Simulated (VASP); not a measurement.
## ZnRe: relaxation of cell and atoms with PBE

Crystal: ZnRe.

```
CELL_PARAMETERS angstrom
2.74822 0.00000 0.00000
-1.37411 2.38003 0.00000
0.00000 0.00000 4.49407
ATOMIC_POSITIONS crystal
Re 0.33333 0.66667 0.50000
Zn 0.00000 0.00000 0.00000
```

```json
{
 "Program": "VASP 6.6.1",
 "Task": "relaxation of cell and atoms",
 "Functional": "PBE",
 "Potentials or basis": "VASP PAW PBE potentials, release 64 (Re, Zn)",
 "Cutoff": "600 eV",
 "k mesh": "11 × 11 × 6",
 "Occupations": "fermi-dirac, width 0.05 eV",
 "Spin": "no spin polarisation",
 "Dipole correction": "no",
 "Further INCAR settings": "ALGO = Normal; EDIFF = 1e-07; IBRION = 2; EDIFFG = -0.01; NSW = 60; ISIF = 3"
}
```

- Relaxed volume: 14.60 Å³/atom
- Relaxed cell: a = 2.742 Å, b = 2.742 Å, c = 4.485 Å, α = 90.00°, β = 90.00°, γ = 120.00°
- Space group after relaxing (to 0.05 Å): P-6m2 (No. 187)
- Energy gained by relaxing: 0.5 meV/atom
- Ionic steps: 3
- Pressure after relaxing: 0.0 GPa

Stress tensor (GPa, compression positive):
```
 0.06  0.00  0.00
 0.00  0.06  0.00
 0.00  0.00 -0.09
```

Step by step:
```
step  energy change (eV)  largest force (eV/Å)  pressure (GPa)  volume (Å³)
   1              0.0000                0.0000           -1.48        29.39
   2              0.0026                0.0000            3.01        28.82
   3             -0.0009                0.0000            0.01        29.20
```

Final structure:
```xyz
2
Lattice="2.7418 0.0000 0.0000 -1.3709 2.3745 0.0000 0.0000 0.0000 4.4850" Properties=species:S:1:pos:R:3 pbc="T T T"
Re    0.0000    1.5830    2.2425
Zn    0.0000    0.0000    0.0000
```

Levels at points of the mesh, in eV from the Fermi level:
| k point | band 7 | band 8 | band 9 | band 10 | band 11 | band 12 | band 13 |
| --- | --- | --- | --- | --- | --- | --- | --- |
| (0.00, 0.00, 0.00) | -5.04 | -1.56 | -1.23 | -1.23 | 1.72 | 1.72 | 4.77 |
| (0.00, 0.00, 0.50) | -6.95 | -3.16 | -1.15 | -1.15 | 1.65 | 1.65 | 9.54 |

It took 57 s on 1 thread of Intel(R) Xeon(R) Platinum 8259CL CPU @ 2.50GHz (Skylake/Cascade Lake) (shared host), peak memory 0.18 GiB.

Caveat: spin-orbit coupling is left out, which moves the levels of the heavy elements.
